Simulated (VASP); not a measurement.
Set up this calculation in VASP 6.6.1, as the native input.

* Task: single point
* Functional: HSE06
* Potentials or basis: VASP PAW PBE potentials, release 64 (Si, C)
* Cutoff: 520 eV
* k mesh: 6 × 6 × 6
* Occupations: gaussian, width 0.02 eV
* Spin: no spin polarisation
* Dipole correction: no
* Grid for exact exchange (PRECFOCK): Normal
* Further INCAR settings: ALGO = Normal; EDIFF = 1e-06; NBANDS = 11
* Share of exact exchange: 0.25
* Screening parameter: 0.2079 1/Å

SiC:

```
CELL_PARAMETERS angstrom
0.00000 2.13027 2.13027
2.13027 0.00000 2.13027
2.13027 2.13027 0.00000
ATOMIC_POSITIONS crystal
Si 0.00000 0.00000 0.00000
C 0.25000 0.25000 0.25000
```

One way to write it, as run:

POSCAR

```
SiC
1.0
    0.0000000000      2.1302675874      2.1302675874
    2.1302675874      0.0000000000      2.1302675874
    2.1302675874      2.1302675874      0.0000000000
Si C
1 1
Direct
    0.0000000000      0.0000000000      0.0000000000
    0.2500000000      0.2500000000      0.2500000000
```

INCAR.step1

```
SYSTEM = SiC
PREC = Accurate
ENCUT = 520
EDIFF = 1E-5
ISMEAR = 0
SIGMA = 0.02
LREAL = .FALSE.
LASPH = .TRUE.
NELM = 80
ALGO = Normal
ISIF = 2
LWAVE = .TRUE.
LCHARG = .FALSE.
GGA = PE
NBANDS = 11
```

INCAR.step2

```
SYSTEM = SiC
PREC = Accurate
ENCUT = 520
EDIFF = 1E-6
ISMEAR = 0
SIGMA = 0.02
LREAL = .FALSE.
LASPH = .TRUE.
NELM = 80
ALGO = Normal
ISIF = 2
LWAVE = .FALSE.
LCHARG = .FALSE.
GGA = PE
LHFCALC = .TRUE.
HFSCREEN = 0.2079
PRECFOCK = Normal
ISTART = 1
NBANDS = 11
```

KPOINTS

```
Automatic mesh
0
G
  6 6 6
  0 0 0
```

Potentials or basis: VASP PAW PBE potentials, release 64 (Si, C).

Run with:

```sh
$ cat potpaw_PBE.64/Si/POTCAR potpaw_PBE.64/C/POTCAR > POTCAR
$ cp INCAR.step1 INCAR
$ mpirun -np 1 vasp_std > vasp.out
$ cp INCAR.step2 INCAR
$ mpirun -np 1 vasp_std > vasp.out
```

It gave:

| Property | Result |
| --- | --- |
| Pressure | 15.7 GPa |
| Band gap on the k mesh | 2.19 eV (least direct gap 5.82 eV) |

Caveat: the k points lie up to 0.43 Å⁻¹ apart; the PAW data sets were made with another functional, which shifts forces and pressure a little.

Wall time 6.5 min on 1 thread of AMD EPYC 7R43 64-Core Processor (Zen 3) (shared host), peak memory 0.2 GiB.
